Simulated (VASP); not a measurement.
# Al2BP3 (I-4m2) in VASP: notebook, part 2 of 2

VASP 6.6.1. Earlier steps stand in the parts before.

**4. Relaxation of cell and atoms, PBE**

INCAR

```
PREC     = Accurate       # precision mode
ENCUT    = 600            # plane-wave cutoff, eV
EDIFF    = 1E-7           # SCF threshold, eV
ISMEAR   = 0              # smearing method
SIGMA    = 0.1            # smearing width, eV
LREAL    = F              # projectors in reciprocal space
LASPH    = T              # aspherical terms in the spheres
NELM     = 100            # most SCF steps
ALGO     = Normal         # electronic algorithm
ISIF     = 3              # what is computed and relaxed
LWAVE    = F              # write WAVECAR
LCHARG   = F              # write CHGCAR
GGA      = PE             # functional
IBRION   = 2              # ionic algorithm
NSW      = 90             # ionic steps
EDIFFG   = -0.04          # ionic threshold
```

KPOINTS

```
regular mesh
0
Gamma
  6 6 6
```

POSCAR

```
Al2BP3
1.0
   -1.8005142900      1.8005142900      7.6389351900
    1.8005142900     -1.8005142900      7.6389351900
    1.8005142900      1.8005142900     -7.6389351900
Al B P
2 1 3
Direct
    0.8333333300      0.8333333300      0.0000000000
    0.1666666700      0.1666666700      0.0000000000
    0.5000000000      0.5000000000      0.0000000000
    0.5833333300      0.0833333300      0.5000000000
    0.2500000000      0.7500000000      0.5000000000
    0.9166666700      0.4166666700      0.5000000000
```

Potentials or basis: VASP PAW PBE potentials, release 64 (Al, B, P).

On the command line:

```console
> cat potpaw_PBE.64/Al/POTCAR potpaw_PBE.64/B/POTCAR potpaw_PBE.64/P/POTCAR > POTCAR
> mpirun -np 1 vasp_std > vasp.out
```

OUTCAR:

```text
PREC = Accurate
   ENCUT = 600
   EDIFF = 1E-7
   ISMEAR = 0
   LREAL = F
   LASPH = T
   NELM = 100
   ISIF = 3
   GGA = PE
   IBRION = 2
   NSW = 90
   EDIFFG = -0.04

 ion  position               nearest neighbor table
   1  0.833  0.833  0.000-   5 2.21   5 2.21   6 2.21   6 2.21
   2  0.167  0.167  0.000-   5 2.21   5 2.21   4 2.21   4 2.21
   3  0.500  0.500  0.000-   4 2.21   6 2.21   4 2.21   6 2.21
   4  0.583  0.083  0.500-   3 2.21   3 2.21   2 2.21   2 2.21
   5  0.250  0.750  0.500-   1 2.21   2 2.21   1 2.21   2 2.21
   6  0.917  0.417  0.500-   3 2.21   3 2.21   1 2.21   1 2.21

  LATTYP: Found a body centered tetragonal cell.
 ALAT       =     3.6010285800
 C/A-ratio  =     4.2426406902

  Lattice vectors:

 A1 = (  -1.8005142900,   1.8005142900,   7.6389351900)
 A2 = (   1.8005142900,  -1.8005142900,   7.6389351900)
 A3 = (   1.8005142900,   1.8005142900,  -7.6389351900)

Analysis of symmetry for initial positions (statically):
=====================================================================
 Subroutine PRICEL returns:
 Original cell was already a primitive cell.

 Routine SETGRP: Setting up the symmetry group for a
 body centered tetragonal supercell.

 Subroutine GETGRP returns: Found  8 space group operations
 (whereof  8 operations were pure point group operations)
 out of a pool of 16 trial point group operations.

The static configuration has the point symmetry D_2d.

Analysis of symmetry for dynamics (positions and initial velocities):
=====================================================================
 Subroutine PRICEL returns:
 Original cell was already a primitive cell.

 Routine SETGRP: Setting up the symmetry group for a
 body centered tetragonal supercell.

 Subroutine GETGRP returns: Found  8 space group operations
 (whereof  8 operations were pure point group operations)
 out of a pool of 16 trial point group operations.

The dynamic configuration has the point symmetry D_2d.

 Subroutine INISYM returns: Found  8 space group operations
 (whereof  8 operations are pure point group operations),
 and found     1 'primitive' translations

----------------------------------------------------------------------------------------

                                     Primitive cell

  volume of cell :      99.0572

  direct lattice vectors                    reciprocal lattice vectors
    -1.800514290  1.800514290  7.638935190     0.000000000  0.277698435  0.065454149
     1.800514290 -1.800514290  7.638935190     0.277698435  0.000000000  0.065454149
     1.800514290  1.800514290 -7.638935190     0.277698435  0.277698435  0.000000000

  length of vectors
     8.052144699  8.052144699  8.052144699     0.285308020  0.285308020  0.392724893

  position of ions in fractional coordinates (direct lattice)
     0.833333330  0.833333330  0.000000000
     0.166666670  0.166666670  0.000000000
     0.500000000  0.500000000  0.000000000
     0.583333330  0.083333330  0.500000000
     0.250000000  0.750000000  0.500000000
     0.916666670  0.416666670  0.500000000

  ion indices of the primitive-cell ions
   primitive index   ion index
                 1           1
                 2           2
                 3           3
                 4           4
[... 35 lines left out ...]
  0.166667  0.166667  0.000000      8.000000
  0.333333  0.166667 -0.000000     16.000000
[... 16 lines left out ...]
 -0.333333 -0.333333  0.166667      8.000000
 -0.166667 -0.333333  0.166667      8.000000
 [... further k-points ...]
   k-points           NKPTS =     30   k-points in BZ     NKDIM =     30   number of bands    NBANDS=     16
   number of dos      NEDOS =    301   number of ions     NIONS =      6
   total plane-waves  NPLWV = 262144
   dimension x,y,z NGX =    64 NGY =   64 NGZ =   64
   dimension x,y,z NGXF=   128 NGYF=  128 NGZF=  128
   ions per type =               2   1   3
   NGX,Y,Z   is equivalent  to a cutoff of  13.21, 13.21, 13.21 a.u.
   NGXF,Y,Z  is equivalent  to a cutoff of  26.43, 26.43, 26.43 a.u.
 SYSTEM =  unknown system
   PREC   = accura    normal or accurate (medium, high low for compatibility)
   ISTART =      0    job   : 0-new  1-cont  2-samecut
   ICHARG =      2    charge: 1-file 2-atom 10-const
   ISPIN  =      1    spin polarized calculation?
   LNONCOLLINEAR =      F non collinear calculations
   LSORBIT =      F    spin-orbit coupling
   LASPH  =      T    aspherical Exc in radial PAW
   ENCUT  =  600.0 eV  44.10 Ry    6.64 a.u.  16.08 16.08 16.08*2*pi/ulx,y,z
   NELM   =    100;   NELMIN=  2; NELMDL= -5     # of ELM steps
   EDIFF  = 0.1E-06   stopping-criterion for ELM
   LREAL  =      F    real-space projection
   EDIFFG = -.4E-01   stopping-criterion for IOM
   NSW    =     90    number of steps for IOM
   IBRION =      2    ionic relax: 0-MD 1-quasi-New 2-CG
   NFREE  =      1    steps in history (QN), initial steepest desc. (CG)
   ISIF   =      3    stress and relaxation
   ISYM   =      2    0-nonsym 1-usesym 2-fastsym
   POTIM  = 0.5000    time-step for ionic-motion
   TEBEG  =    0.0;   TEEND  =   0.0 temperature during run
   PSTRESS=    0.0 pullay stress
   NELECT =      24.0000    total number of electrons
   NUPDOWN=      -1.0000    fix difference up-down
   EMIN   =  10.00;   EMAX   =-10.00  energy-range for DOS
   EFERMI =   0.00;   METHOD = LEGACY
   ISMEAR =     0;   SIGMA  =   0.10  broadening in eV -4-tet -1-fermi 0-gaus
   EFERMI_NEDOS =   21; number of points for ismear=-14 and -15
   IALGO  =     38    algorithm
   IMIX   =      4    mixing-type and parameters
     AMIX     =   0.40;   BMIX     =  1.00
     AMIX_MAG =   1.60;   BMIX_MAG =  1.00
  volume/ion in A,a.u.               =      16.51       111.41
  Fermi-wavevector in a.u.,A,eV,Ry     =   1.020587  1.928629 14.171792  1.041597
  Thomas-Fermi vector in A             =   2.154164
   LORBIT       =      0    0 simple, 1 ext, 2 COOP (PROOUT), +10 PAW based schemes
   GGA     = PE    functional components
   LHFCALC =     F    Hartree Fock is set to
   AEXX    =    0.0000 exact exchange contribution
   IVDW    =     0    specifies the selected vdW correction
   LEPSILON=     F    determine dielectric tensor
   LRPA    =     F    only Hartree local field effects (RPA)
 conjugate gradient relaxation of ions
 non-spin polarized calculation
 Gauss-broadening in eV      SIGMA  =   0.10
  energy-cutoff  :      600.00
  volume of cell :       99.06
 maximum number of plane-waves:      3336
   NGX = 33   NGY = 33   NGZ = 33

--------------------------------------- Ionic step        1  -------------------------------------------

 number of electron      24.0000000 magnetization

 Free energy of the ion-electron system (eV)
  ---------------------------------------------------
  ext. energy  EPLUGINS =         0.00000000
  ---------------------------------------------------
  free energy    TOTEN  =       -31.02232076 eV

  energy without entropy =      -31.02232076  energy(sigma->0) =      -31.02232076

------------------------ aborting loop because EDIFF is reached ----------------------------------------

  FORCE on cell =-STRESS in cart. coord.  units (eV):
  Direction    XX          YY          ZZ          XY          YZ          ZX
  --------------------------------------------------------------------------------------
  -------------------------------------------------------------------------------------
  Total        7.7452300      7.7452300      7.0170189      0.0000000      0.0000000      0.0000000
  in kB      125.2734222    125.2734222    113.4951404      0.0000000      0.0000000      0.0000000
  external PRESSURE =     121.3473282 kB  Pullay stress =       0.0000000 kB
[... 307 lines left out ...]
--------------------------------------- Ionic step        9  -------------------------------------------

 number of electron      23.9999999 magnetization

 Free energy of the ion-electron system (eV)
  ---------------------------------------------------
  ext. energy  EPLUGINS =         0.00000000
  ---------------------------------------------------
  free energy    TOTEN  =       -32.33637054 eV

  energy without entropy =      -32.33637054  energy(sigma->0) =      -32.33637054

 E-fermi :   6.0102     XC(G=0):  -9.6065

 val. band max:        5.5482384900   @ k =   0.0000   0.0000   0.0000
 cond. band min:       6.4398158199   @ k =   0.5000   0.5000   0.5000
 fundamental gap:      0.8915773299
 Fermi energy:         6.0102314017

 k-point     1 :       0.0000    0.0000    0.0000
  band No.  band energies     occupation
      1      -7.4879      2.00000
      2      -5.7111      2.00000
      3      -5.1449      2.00000
      4       0.3937      2.00000
      5       0.6154      2.00000
      6       2.1614      2.00000
[... 433 lines left out ...]
      3      -4.6015      2.00000
      4      -0.6373      2.00000
      5       0.7693      2.00000
      6       1.8965      2.00000
[... 8 lines left out ...]
     15       8.7815      0.00000
     16       8.9523      0.00000

 [... further k-points ...]
[... 5 lines left out ...]
  --------------------------------------------------------------------------------------
  -------------------------------------------------------------------------------------
  Total       -0.0538615     -0.0538615     -0.0729378      0.0000000      0.0000000      0.0000000
  in kB       -0.8159839     -0.8159839     -1.1049827      0.0000000      0.0000000      0.0000000
  external PRESSURE =      -0.9123168 kB  Pullay stress =       0.0000000 kB
[... 21 lines left out ...]
  FREE ENERGIE OF THE ION-ELECTRON SYSTEM (eV)
  ---------------------------------------------------
  free  energy   TOTEN  =       -32.3363705448 eV

  energy  without entropy=      -32.3363705448  energy(sigma->0) =      -32.33637054

 reached required accuracy - stopping structural energy minimisation
```

Wall time 20 min (1 thread of Intel Xeon 6975P-C, shared host); peak memory 0.66 GiB.

What came out:

| Quantity | Value |
| --- | --- |
| Free energy | -32.3364 eV |
| Relaxed volume | 17.63 Å³/atom |
| Relaxed cell | a = 8.447 Å, b = 8.447 Å, c = 8.447 Å, α = 155.22°, β = 155.22°, γ = 35.33° |
| Space group after relaxing (to 0.05 Å) | I-4m2 (No. 119) |
| Energy gained by relaxing | 219.0 meV/atom |
| Ionic steps | 9 |
| Pressure after relaxing | -0.1 GPa |
| Largest force after relaxing | 0.017 eV/Å |
| Band gap on the k mesh | 0.89 eV, indirect (least direct gap 1.05 eV) |

Forces in eV/Å, atoms in the order of the input:
```
Al   0.000  0.000 -0.011
Al   0.000  0.000  0.011
B    0.000  0.000  0.000
P    0.000  0.000  0.017
P    0.000  0.000  0.000
P    0.000  0.000 -0.017
```

The path:
```tsv
step	energy change (eV)	largest force (eV/Å)	pressure (GPa)	volume (Å³)
1	0.0000	4.0758	12.13	99.06
2	-0.7852	1.2850	-8.04	118.09
3	-0.9573	1.0871	-3.62	111.79
4	-1.2183	0.7094	-1.60	108.19
5	-1.2884	0.3774	0.44	105.38
6	-1.3109	0.1561	-0.07	105.84
7	-1.3109	0.1369	-0.05	105.82
8	-1.3139	0.0407	-0.08	105.77
9	-1.3140	0.0166	-0.09	105.76
```

Final structure:
```
CELL_PARAMETERS angstrom
-1.81240 1.81240 8.04897
1.81240 -1.81240 8.04897
1.81240 1.81240 -8.04897
ATOMIC_POSITIONS crystal
Al 0.84079 0.84079 0.00000
Al 0.15921 0.15921 0.00000
B 0.50000 0.50000 0.00000
P 0.56676 0.06676 0.50000
P 0.25000 0.75000 0.50000
P 0.93324 0.43324 0.50000
```

A k mesh can miss the band edges. Expect the measured gap to be larger: semilocal functionals such as PBE lack the derivative discontinuity.

**5. Single point, PBE**

This run uses another cell than the first one, of 17.62 Å³/atom, 1.067 times its volume.

INCAR

```
SYSTEM = Al2BP3
ALGO = Normal ; EDIFF = 1E-6
ENCUT = 520 ; GGA = PE
ISIF = 2 ; ISMEAR = 0
LASPH = .TRUE. ; LCHARG = .FALSE.
LREAL = .FALSE. ; LWAVE = .FALSE.
NBANDS = 21 ; NELM = 80
PREC = Accurate ; SIGMA = 0.02
```

KPOINTS

```
k-points
0
G
  10 10 10
  0 0 0
```

POSCAR

```
Al2BP3
1.0
   -1.8115284132      1.8115284132      8.0554759604
    1.8115284132     -1.8115284132      8.0554759604
    1.8115284132      1.8115284132     -8.0554759604
Al B P
2 1 3
Direct
    0.8407533692      0.8407533692      0.0000000000
    0.1592466308      0.1592466308      0.0000000000
    0.5000000000      0.5000000000      0.0000000000
    0.5668026248      0.0668026248      0.5000000000
    0.2500000000      0.7500000000      0.5000000000
    0.9331973752      0.4331973752      0.5000000000
```

On the command line:

```console
> cat potpaw_PBE.64/Al/POTCAR potpaw_PBE.64/B/POTCAR potpaw_PBE.64/P/POTCAR > POTCAR
> mpirun -np 1 vasp_std > vasp.out
```

It took 11 min on 1 thread of Intel Xeon 6975P-C, shared host; peak memory 0.66 GiB.

The run converged. Its results:

```
Free energy            : -32.3503 eV
Pressure               : -0.1 GPa
Largest force          : 0.008 eV/Å
Band gap on the k mesh : 0.90 eV, indirect (least direct gap 1.05 eV)
```

Forces on the atoms (eV/Å):
```
Al   0.000  0.000 -0.004
Al   0.000  0.000  0.004
B    0.000  0.000  0.000
P    0.000  0.000  0.008
P    0.000  0.000  0.000
P    0.000  0.000 -0.008
```

Levels at points of the mesh, in eV from the valence-band top:
```tsv
k point	band 9	band 10	band 11	band 12	band 13	band 14	band 15	band 16
(0.00, 0.00, 0.00)	-1.58	-0.40	0.00	0.00	1.05	1.21	2.50	3.43
(0.50, 0.00, 0.00)	-2.53	-1.47	-0.70	-0.63	1.64	3.06	3.72	4.09
(0.50, 0.50, 0.00)	-3.71	-3.68	-3.00	-2.84	1.06	1.71	2.72	3.35
(0.50, 0.50, 0.50)	-1.24	-1.24	-0.50	-0.50	0.90	1.36	2.55	3.42
```

A k mesh can miss the band edges. Expect the measured gap to be larger: semilocal functionals such as PBE lack the derivative discontinuity.

**6. The runs side by side**

```csv
task,cell,k mesh,cutoff (eV),smearing,gap on the mesh (eV),pressure (GPa),largest force (eV/Å)
single point,"a = 8.052 Å, angles 154.2, 154.2, 36.9°, 6 atoms",6 × 6 × 6,520,gaussian 0.1 eV,1.19,12.1,4.08
single point,"a = 8.441 Å, angles 155.2, 155.2, 35.3°, 6 atoms",6 × 6 × 6,520,gaussian 0.1 eV,0.90,0.1,0.02
relaxation of cell and atoms,"relaxed from a = 8.052 Å, angles 154.2, 154.2, 36.9°, 6 atoms",6 × 6 × 6,600,gaussian 0.1 eV,0.89,-0.1,0.02
single point,"a = 8.453 Å, angles 155.3, 155.3, 35.3°, 6 atoms",10 × 10 × 10,520,gaussian 0.02 eV,0.90,-0.1,0.01
```

Alike in all rows: level PBE; potentials or basis VASP PAW PBE potentials, release 64 (Al, B, P); no spin polarisation.

Caveats: forces of over 1 eV/Å act on the atoms, so gaps and moduli don't describe the material at rest (some runs).

Absolute energies hang on the potentials; compare differences alone.
